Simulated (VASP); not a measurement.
A run of VASP 6.6.1 is set up as follows.

File POSCAR:

```
C
1.0
    0.0000000000      1.7801417077      1.7267374565
    1.7801417077      0.0000000000      1.7267374565
    1.7801417077      1.7801417077      0.0000000000
C
2
Direct
    0.5000000000      0.5000000000      0.5000000000
    0.7500000000      0.7500000000      0.7500000000
```

File INCAR.step1:

```
PREC = Accurate ; ENCUT = 910
ISMEAR = 0 ; SIGMA = 0.05
LREAL = F ; LASPH = T
NELM = 120 ; NBANDS = 11
GGA = PE ; ALGO = Normal
EDIFF = 1E-5 ; LWAVE = T
LCHARG = F ; GGA_COMPAT = F
```

File INCAR.step2:

```
PREC = Accurate ; ENCUT = 910
EDIFF = 1E-6 ; ISMEAR = 0
SIGMA = 0.05 ; LREAL = F
LASPH = T ; NELM = 120
ALGO = Normal ; ISIF = 2
LWAVE = F ; LCHARG = T
METAGGA = R2SCAN ; LMIXTAU = T
LELF = T ; LVHAR = T
NBANDS = 11 ; ISTART = 1
GGA_COMPAT = F
```

The input KPOINTS:

```
regular mesh
0
Gamma
  12 12 12
```

Potentials or basis: VASP PAW PBE potentials, release 64 (C_h).

Command:

```console
$ cat potpaw_PBE.64/C_h/POTCAR > POTCAR
$ cp INCAR.step1 INCAR
$ mpirun -np 1 vasp_std > vasp.out
$ cp INCAR.step2 INCAR
$ mpirun -np 1 vasp_std > vasp.out
```

Q: What does it give for the pressure?

A: 13.6 GPa.

Q: Estimate the band gap on the k mesh.

A: 3.64 eV, indirect (least direct gap 5.40 eV).

Stress tensor (GPa, compression positive):
```
 3.55  0.00  0.00
 0.00  3.55  0.00
 0.00  0.00 33.85
```

Caveat: the cell differs from its parent crystal (strain -0.0300 x Voigt [0, 0, 1, 0, 0, 0]); the cutoff is under 1.25 times the usual one of these potentials, so pressure, stress and relaxed cells hold a basis-set (Pulay) error; the PAW data sets were made with another functional, which shifts forces and pressure a little. A k mesh can miss the band edges.
